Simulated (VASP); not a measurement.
InSb (rocksalt type): single point with PBE

The system is InSb (rocksalt type).

```
In Sb
1.0
     0.00000    3.01224    3.01224
     3.01224    0.00000    3.01224
     3.01224    3.01224    0.00000
In Sb
1 1
Direct
  0.00000 0.00000 0.00000
  0.50000 0.50000 0.50000
```

| Item | Value |
| --- | --- |
| Program | VASP 6.6.1 |
| Task | single point |
| Functional | PBE |
| Potentials or basis | VASP PAW PBE potentials, release 64 (In_d, Sb) |
| Cutoff | 520 eV |
| k mesh | 11 × 11 × 11 |
| Occupations | fermi-dirac, width 0.05 eV |
| Spin | no spin polarisation |
| Dipole correction | no |
| Further INCAR settings | ALGO = Normal; EDIFF = 1e-06; NBANDS = 16 |

| Quantity | Value |
| --- | --- |
| Pressure | 3.4 GPa |
| Band gap on the k mesh | zero (bands 9 and 10 overlap by 2.88 eV) |

Levels at points of the mesh, in eV from the Fermi level:
```
           k point  band 5  band 6  band 7  band 8  band 9  band 10  band 11  band 12  band 13  band 14
(0.00, 0.00, 0.00)  -14.44  -11.28   -0.05   -0.04   -0.04    -0.04     6.22     6.22     6.22     6.25
```

It took 50 s on 1 thread of Intel Xeon 8259CL, on a shared host, peak memory 0.21 GiB.

Caveat: the cell stands under pressure; spin-orbit coupling is left out, which moves the levels of the heavy elements.
